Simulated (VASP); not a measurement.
# Pd in VASP: single point with LDA

Aim: the single point of Pd with LDA.

Program: VASP 6.6.1. These are calculated values, not measurements. Logs are shortened: lines on timing, memory, paths and dates and some standing lists are left out, and cuts for length are marked.

**1. The cell of the first run**

The cell holds a slab with vacuum, 8 atoms: a = 3.839 Å, b = 3.839 Å, c = 22.758 Å, α = 90.00°, β = 90.00°, γ = 90.00°.

**2. Single point, LDA**

Input file INCAR:

```
ALGO = Normal ; DIPOL = 0.5 0.5 0.499
EDIFF = 1E-7 ; ENCUT = 520
GGA = CA ; IDIPOL = 3
ISIF = 2 ; ISMEAR = 0
LASPH = True ; LCHARG = True
LDIPOL = True ; LELF = True
LREAL = False ; LVACPOTAV = True
LVHAR = True ; LWAVE = False
NBANDS = 50 ; NELM = 80
PREC = Accurate ; SIGMA = 0.1
```

Input file KPOINTS:

```
k-points
0
Gamma
  8 8 1
```

Input file POSCAR:

```
Pd
1.0
    3.8389498098      0.0000000000      0.0000000000
    0.0000000000      3.8389498098      0.0000000000
    0.0000000000      0.0000000000     22.7584247147
Pd
8
Direct
    0.0000000000      0.5000000000      0.3734880646
    0.5000000000      0.0000000000      0.3734880646
    0.5000000000      0.5000000000      0.4578293549
    0.0000000000      0.0000000000      0.4578293549
    0.0000000000      0.5000000000      0.5414448520
    0.5000000000      0.0000000000      0.5414448520
    0.5000000000      0.5000000000      0.6241490613
    0.0000000000      0.0000000000      0.6241490613
```

Potentials or basis: VASP PAW LDA potentials, release 64 (Pd).

Launch:

```sh
> cat potpaw_LDA.64/Pd/POTCAR > POTCAR
> mpirun -np 1 vasp_std > vasp.out
```

OUTCAR:

```text
EDIFF = 1E-7
   ENCUT = 520
   GGA = CA
   ISIF = 2
   ISMEAR = 0
   LASPH = True
   LREAL = False
   NELM = 80
   PREC = Accurate

 ion  position               nearest neighbor table
   1  0.000  0.500  0.373-   2 2.71   2 2.71   2 2.71   2 2.71   4 2.71   4 2.71   3 2.71   3 2.71

   2  0.500  0.000  0.373-   1 2.71   1 2.71   1 2.71   1 2.71   3 2.71   4 2.71   4 2.71   3 2.71

   3  0.500  0.500  0.458-   5 2.70   6 2.70   6 2.70   5 2.70   4 2.71   4 2.71   4 2.71   4 2.71
                             1 2.71   2 2.71   2 2.71   1 2.71
   4  0.000  0.000  0.458-   5 2.70   6 2.70   5 2.70   6 2.70   3 2.71   3 2.71   3 2.71   3 2.71
                             2 2.71   1 2.71   2 2.71   1 2.71
   5  0.000  0.500  0.541-   7 2.69   8 2.69   8 2.69   7 2.69   4 2.70   3 2.70   3 2.70   4 2.70
                             6 2.71   6 2.71   6 2.71   6 2.71
   6  0.500  0.000  0.541-   7 2.69   8 2.69   7 2.69   8 2.69   3 2.70   3 2.70   4 2.70   4 2.70
                             5 2.71   5 2.71   5 2.71   5 2.71
   7  0.500  0.500  0.624-   5 2.69   6 2.69   6 2.69   5 2.69   8 2.71   8 2.71   8 2.71   8 2.71

   8  0.000  0.000  0.624-   5 2.69   6 2.69   5 2.69   6 2.69   7 2.71   7 2.71   7 2.71   7 2.71

  LATTYP: Found a simple tetragonal cell.
 ALAT       =     3.8389498098
 C/A-ratio  =     5.9282944144

  Lattice vectors:

 A1 = (   3.8389498098,   0.0000000000,   0.0000000000)
 A2 = (   0.0000000000,   3.8389498098,   0.0000000000)
 A3 = (   0.0000000000,   0.0000000000,  22.7584247147)

Analysis of symmetry for initial positions (statically):
=====================================================================
 Subroutine PRICEL returns following result:

  LATTYP: Found a simple tetragonal cell.
 ALAT       =     2.7145474431
 C/A-ratio  =     8.3838743626

  Lattice vectors:

 A1 = (   1.9194749049,  -1.9194749049,   0.0000000000)
 A2 = (   1.9194749049,   1.9194749049,   0.0000000000)
 A3 = (   0.0000000000,   0.0000000000,  22.7584247147)

   2 primitive cells build up your supercell.

 Routine SETGRP: Setting up the symmetry group for a
 simple tetragonal supercell.

 Subroutine GETGRP returns: Found  8 space group operations
 (whereof  8 operations were pure point group operations)
 out of a pool of 16 trial point group operations.

The static configuration has the point symmetry C_4v.

Analysis of symmetry for dynamics (positions and initial velocities):
=====================================================================
 Subroutine PRICEL returns following result:

  LATTYP: Found a simple tetragonal cell.
 ALAT       =     2.7145474431
 C/A-ratio  =     8.3838743626

  Lattice vectors:

 A1 = (   1.9194749049,  -1.9194749049,   0.0000000000)
 A2 = (   1.9194749049,   1.9194749049,   0.0000000000)
 A3 = (   0.0000000000,   0.0000000000,  22.7584247147)

   2 primitive cells build up your supercell.

 Routine SETGRP: Setting up the symmetry group for a
 simple tetragonal supercell.

 Subroutine GETGRP returns: Found  8 space group operations
 (whereof  8 operations were pure point group operations)
 out of a pool of 16 trial point group operations.

The dynamic configuration has the point symmetry C_4v.

 Subroutine INISYM returns: Found  8 space group operations
 (whereof  8 operations are pure point group operations),
 and found     2 'primitive' translations

----------------------------------------------------------------------------------------

                                     Primitive cell

  volume of cell :     167.7015

  direct lattice vectors                    reciprocal lattice vectors
     1.919474905 -1.919474905  0.000000000     0.260487907 -0.260487907  0.000000000
     1.919474905  1.919474905  0.000000000     0.260487907  0.260487907  0.000000000
     0.000000000  0.000000000 22.758424715     0.000000000  0.000000000  0.043939772

  length of vectors
     2.714547443  2.714547443 22.758424715     0.368385531  0.368385531  0.043939772

  position of ions in fractional coordinates (direct lattice)
     0.500000000  0.500000000  0.373488065
     0.000000000  1.000000000  0.457829355
     0.500000000  0.500000000  0.541444852
     0.000000000  1.000000000  0.624149061

  ion indices of the primitive-cell ions
   primitive index   ion index
                 1           1
                 2           3
                 3           5
                 4           7

----------------------------------------------------------------------------------------

 KPOINTS: k-points

Automatic generation of k-mesh.
 Grid dimensions read from file:
 generate k-points for:    8    8    1

 Generating k-lattice:

  Cartesian coordinates                     Fractional coordinates (reciprocal lattice)
     0.032560988  0.000000000  0.000000000     0.125000000  0.000000000  0.000000000
     0.000000000  0.032560988  0.000000000     0.000000000  0.125000000  0.000000000
     0.000000000  0.000000000  0.043939772     0.000000000  0.000000000  1.000000000

  Length of vectors
     0.032560988  0.032560988  0.043939772

  Shift w.r.t. Gamma in fractional coordinates (k-lattice)
     0.000000000  0.000000000  0.000000000

 Subroutine IBZKPT returns following result:
 ===========================================

 Found     15 irreducible k-points:

 Following reciprocal coordinates:
            Coordinates               Weight
  0.000000  0.000000  0.000000      1.000000
  0.125000  0.000000  0.000000      4.000000
  0.250000  0.000000  0.000000      4.000000
  0.375000  0.000000  0.000000      4.000000
  0.500000  0.000000  0.000000      2.000000
  0.125000  0.125000  0.000000      4.000000
  0.250000  0.125000  0.000000      8.000000
  0.375000  0.125000  0.000000      8.000000
  0.500000  0.125000  0.000000      4.000000
  0.250000  0.250000  0.000000      4.000000
  0.375000  0.250000  0.000000      8.000000
  0.500000  0.250000  0.000000      4.000000
  0.375000  0.375000  0.000000      4.000000
  0.500000  0.375000  0.000000      4.000000
  0.500000  0.500000  0.000000      1.000000
   k-points           NKPTS =     15   k-points in BZ     NKDIM =     15   number of bands    NBANDS=     50
   number of dos      NEDOS =    301   number of ions     NIONS =      8
   total plane-waves  NPLWV = 162000
   dimension x,y,z NGX =    30 NGY =   30 NGZ =  180
   dimension x,y,z NGXF=    60 NGYF=   60 NGZF=  360
   ions per type =               8
   NGX,Y,Z   is equivalent  to a cutoff of  12.99, 12.99, 13.15 a.u.
   NGXF,Y,Z  is equivalent  to a cutoff of  25.98, 25.98, 26.30 a.u.
 SYSTEM =  unknown system
   PREC   = accura    normal or accurate (medium, high low for compatibility)
   ISTART =      0    job   : 0-new  1-cont  2-samecut
   ICHARG =      2    charge: 1-file 2-atom 10-const
   ISPIN  =      1    spin polarized calculation?
   LNONCOLLINEAR =      F non collinear calculations
   LSORBIT =      F    spin-orbit coupling
   LASPH  =      T    aspherical Exc in radial PAW
   ENCUT  =  520.0 eV  38.22 Ry    6.18 a.u.   7.14  7.14 42.32*2*pi/ulx,y,z
   NELM   =     80;   NELMIN=  2; NELMDL= -5     # of ELM steps
   EDIFF  = 0.1E-06   stopping-criterion for ELM
   LREAL  =      F    real-space projection
   EDIFFG = 0.1E-05   stopping-criterion for IOM
   NSW    =      0    number of steps for IOM
   IBRION =     -1    ionic relax: 0-MD 1-quasi-New 2-CG
   NFREE  =      0    steps in history (QN), initial steepest desc. (CG)
   ISIF   =      2    stress and relaxation
   ISYM   =      2    0-nonsym 1-usesym 2-fastsym
   POTIM  = 0.5000    time-step for ionic-motion
   TEBEG  =    0.0;   TEEND  =   0.0 temperature during run
   PSTRESS=    0.0 pullay stress
   NELECT =      80.0000    total number of electrons
   NUPDOWN=      -1.0000    fix difference up-down
   EMIN   =  10.00;   EMAX   =-10.00  energy-range for DOS
   EFERMI =   0.00;   METHOD = LEGACY
   ISMEAR =     0;   SIGMA  =   0.10  broadening in eV -4-tet -1-fermi 0-gaus
   EFERMI_NEDOS =   21; number of points for ismear=-14 and -15
   IALGO  =     38    algorithm
   IMIX   =      4    mixing-type and parameters
     AMIX     =   0.40;   BMIX     =  1.00
     AMIX_MAG =   1.60;   BMIX_MAG =  1.00
  volume/ion in A,a.u.               =      41.93       282.93
  Fermi-wavevector in a.u.,A,eV,Ry     =   1.015272  1.918586 14.024580  1.030778
  Thomas-Fermi vector in A             =   2.148548
   LORBIT       =      0    0 simple, 1 ext, 2 COOP (PROOUT), +10 PAW based schemes
   GGA     = CA    functional components
   LHFCALC =     F    Hartree Fock is set to
   AEXX    =    0.0000 exact exchange contribution
   IVDW    =     0    specifies the selected vdW correction
   LEPSILON=     F    determine dielectric tensor
   LRPA    =     F    only Hartree local field effects (RPA)
 non-spin polarized calculation
 Gauss-broadening in eV      SIGMA  =   0.10
  energy-cutoff  :      520.00
  volume of cell :      335.40
 maximum number of plane-waves:      9068
 NGX is ok and might be reduce to    30
   NGX = 15   NGY = 15   NGZ = 85

 dipolmoment           0.000000      0.000000      0.488884 electrons x Angstroem

 number of electron      79.9999997 magnetization

 dipolmoment           0.000000      0.000000     -0.000233 electrons x Angstroem

 Free energy of the ion-electron system (eV)
  ---------------------------------------------------
  ext. energy  EPLUGINS =         0.00000000
  ---------------------------------------------------
  free energy    TOTEN  =       -48.09353044 eV

  energy without entropy =      -47.98735506  energy(sigma->0) =      -48.04044275

 E-fermi :  -0.2028     XC(G=0):  -5.4979

 val. band max:       -0.2329279273   @ k =   0.3750   0.1250   0.0000
 cond. band min:      -0.2013504458   @ k =   0.2500   0.1250   0.0000
 fundamental gap:      0.0315774814
 Fermi energy:        -0.2027550344

 k-point     1 :       0.0000    0.0000    0.0000
  band No.  band energies     occupation
      1      -7.1539      2.00000
      2      -5.8321      2.00000
      3      -5.6299      2.00000
      4      -5.5976      2.00000
      5      -5.4746      2.00000
      6      -5.3999      2.00000
[... 42 lines left out ...]
     49       5.4750      0.00000
     50       6.4210      0.00000

 k-point     2 :       0.1250    0.0000    0.0000
  band No.  band energies     occupation
      1      -6.9678      2.00000
      2      -5.6862      2.00000
      3      -5.5215      2.00000
      4      -5.4874      2.00000
      5      -5.3646      2.00000
      6      -5.2600      2.00000
[... 42 lines left out ...]
     49       5.5592      0.00000
     50       5.6380      0.00000

 k-point     3 :       0.2500    0.0000    0.0000
  band No.  band energies     occupation
      1      -6.4396      2.00000
      2      -5.2848      2.00000
      3      -5.2401      2.00000
      4      -5.1793      2.00000
      5      -5.0636      2.00000
      6      -5.0395      2.00000
[... 42 lines left out ...]
     49       6.0166      0.00000
     50       6.1231      0.00000

 k-point     4 :       0.3750    0.0000    0.0000
  band No.  band energies     occupation
      1      -5.6897      2.00000
      2      -4.9424      2.00000
      3      -4.7778      2.00000
      4      -4.7620      2.00000
      5      -4.7615      2.00000
      6      -4.6240      2.00000
[... 522 lines left out ...]
 k-point    14 :       0.5000    0.3750    0.0000
  band No.  band energies     occupation
      1      -5.4472      2.00000
      2      -5.4472      2.00000
      3      -5.4271      2.00000
      4      -5.4271      2.00000
      5      -4.3760      2.00000
      6      -4.3760      2.00000
[... 42 lines left out ...]
     49       5.5116      0.00000
     50       5.5141      0.00000

 k-point    15 :       0.5000    0.5000    0.0000
  band No.  band energies     occupation
      1      -5.5269      2.00000
      2      -5.5269      2.00000
      3      -5.5192      2.00000
      4      -5.5192      2.00000
      5      -4.3973      2.00000
      6      -4.3973      2.00000
[... 42 lines left out ...]
     49       5.2332      0.00000
     50       5.2349      0.00000

------------------------ aborting loop because EDIFF is reached ----------------------------------------

  FORCE on cell =-STRESS in cart. coord.  units (eV):
  Direction    XX          YY          ZZ          XY          YZ          ZX
  --------------------------------------------------------------------------------------
  -------------------------------------------------------------------------------------
  Total       -5.3152479     -5.3152479     -0.7189983      0.0000000      0.0000000     -0.0000000
  in kB      -25.3902538    -25.3902538     -3.4345623      0.0000000      0.0000000     -0.0000000
  external PRESSURE =     -18.0716900 kB  Pullay stress =       0.0000000 kB

 VOLUME and BASIS-vectors are now :
 -----------------------------------------------------------------------------
  energy-cutoff  :      520.00
  volume of cell :      335.40
      direct lattice vectors                 reciprocal lattice vectors
     3.838949810  0.000000000  0.000000000     0.260487907  0.000000000  0.000000000
     0.000000000  3.838949810  0.000000000     0.000000000  0.260487907  0.000000000
     0.000000000  0.000000000 22.758424715     0.000000000  0.000000000  0.043939772

 POSITION                                       TOTAL-FORCE (eV/Angst)
 -----------------------------------------------------------------------------------
      0.00000      1.91947      8.50000         0.000000      0.000000      0.200800
      1.91947      0.00000      8.50000         0.000000      0.000000      0.200800
      1.91947      1.91947     10.41947        -0.000000      0.000000     -0.213322
      0.00000      0.00000     10.41947         0.000000      0.000000     -0.213322
      0.00000      1.91947     12.32243        -0.000000      0.000000     -0.001650
      1.91947      0.00000     12.32243        -0.000000      0.000000     -0.001650
      1.91947      1.91947     14.20465        -0.000000     -0.000000      0.014172
      0.00000      0.00000     14.20465         0.000000     -0.000000      0.014172
 -----------------------------------------------------------------------------------
    total drift:                                0.000000      0.000000     -0.001182

  FREE ENERGIE OF THE ION-ELECTRON SYSTEM (eV)
  ---------------------------------------------------
  free  energy   TOTEN  =       -48.0935304357 eV

  energy  without entropy=      -47.9873550586  energy(sigma->0) =      -48.04044275

 vacuum level on the upper side and lower side of the slab         5.369         5.372
```

Wall time 8.2 min (1 thread of AMD EPYC 7R13 (Zen 3), shared host); peak memory 0.38 GiB.

What came out:

```
Free energy            : -48.0935 eV
Largest force          : 0.213 eV/Å
Band gap on the k mesh : zero (band 40 reaches 0.09 eV, above the bottom of band 41 at -0.27 eV)
```

Forces in eV/Å, atoms in the order of the input:
```
Pd   0.000  0.000  0.201
Pd   0.000  0.000  0.201
Pd   0.000  0.000 -0.213
Pd   0.000  0.000 -0.213
Pd   0.000  0.000 -0.002
Pd   0.000  0.000 -0.002
Pd   0.000  0.000  0.014
Pd   0.000  0.000  0.014
```
